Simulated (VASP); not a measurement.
Wanted: the native input for a VASP 6.6.1 run.

```yaml
Task: single point
Functional: PBE
Potentials_or_basis: VASP PAW PBE potentials, release 64 (Ag, Rh_pv)
Cutoff: 520 eV
k_mesh: 14 × 14 × 7
Occupations: fermi-dirac, width 0.05 eV
Spin: no spin polarisation
Dipole_correction: no
Further_INCAR_settings: ALGO = Normal; EDIFF = 1e-06; NBANDS = 20
```

The structure of AgRh lies in POSCAR:

```
AgRh
1.0
    2.8141396046      0.0000000000      0.0000000000
   -1.4070698023      2.4371163874      0.0000000000
    0.0000000000      0.0000000000      4.8718803355
Ag Rh
1 1
Direct
    0.0000000000      0.0000000000      0.5000000000
    0.6666666667      0.3333333333      0.0000000000
```

This cell differs from its parent crystal: volume scaled by 1.04.

The input as run:

INCAR

```
SYSTEM = AgRh
PREC = Accurate
ENCUT = 520
EDIFF = 1E-6
ISMEAR = -1
SIGMA = 0.05
LREAL = .FALSE.
LASPH = .TRUE.
NELM = 80
ALGO = Normal
ISIF = 2
LWAVE = .FALSE.
LCHARG = .FALSE.
GGA = PE
NBANDS = 20
```

KPOINTS

```
regular mesh
0
G
  14 14 7
  0 0 0
```

Potentials or basis: VASP PAW PBE potentials, release 64 (Ag, Rh_pv).

Run with:

```bash
$ cat potpaw_PBE.64/Ag/POTCAR potpaw_PBE.64/Rh_pv/POTCAR > POTCAR
$ mpirun -np 1 vasp_std > vasp.out
```

It gave:

```json
{
 "Pressure": "-7.5 GPa",
 "Band gap on the k mesh": "zero (band 13 reaches 9.30 eV, above the bottom of band 14 at 8.08 eV)"
}
```

Run time: 19 s on 1 thread of Intel(R) Xeon(R) 6975P-C (Granite Rapids), with other jobs on the host, peak memory 0.2 GiB.
